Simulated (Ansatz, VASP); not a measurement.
# One calculation of Ge3P4, two programs

```
CELL_PARAMETERS angstrom
9.93693 0.00000 0.00000
-4.96846 8.60563 0.00000
0.00000 0.00000 3.93882
ATOMIC_POSITIONS crystal
Ge 0.82216 0.21487 0.75000
Ge 0.60728 0.82216 0.25000
Ge 0.21487 0.39272 0.25000
Ge 0.78513 0.60728 0.75000
Ge 0.39272 0.17784 0.75000
Ge 0.17784 0.78513 0.25000
P 0.66667 0.33333 0.75000
P 0.33333 0.66667 0.25000
P 0.60533 0.95811 0.75000
P 0.64722 0.60533 0.25000
P 0.95811 0.35278 0.25000
P 0.04189 0.64722 0.75000
P 0.39467 0.04189 0.25000
P 0.35278 0.39467 0.75000
```

Alike in both runs: functional PBE; k mesh 3 × 3 × 4; occupations gaussian, width 0.1 eV; no spin polarisation.

Ansatz relaxed the structure, and its values are those at the end. VASP's run is a single point on that final structure, the one shown.

|  | VASP | Ansatz |
| --- | --- | --- |
| version | VASP 6.6.1 | Ansatz 0.2.0 |
| potentials or method | VASP PAW PBE potentials, release 64 (Ge_d, P), cutoff 520 eV | scalar-relativistic, plane waves, PAW |
| valence electrons in the cell | 124 | 124 |

Ansatz gave:

```
gap on the k mesh at the Fermi level (eV) : none
pressure (GPa)                            : 0.1
rms of the force components (eV/Å)        : 0.016
```

Question: What did VASP give for the same quantities?

Answer: gap on the k mesh at the Fermi level (eV): none; pressure (GPa): 0.0; rms of the force components (eV/Å): 0.012.

A gap of «none» marks a metal or a gap that the smearing closes.

The k mesh is coarse, so the values compare programs but aren't converged.
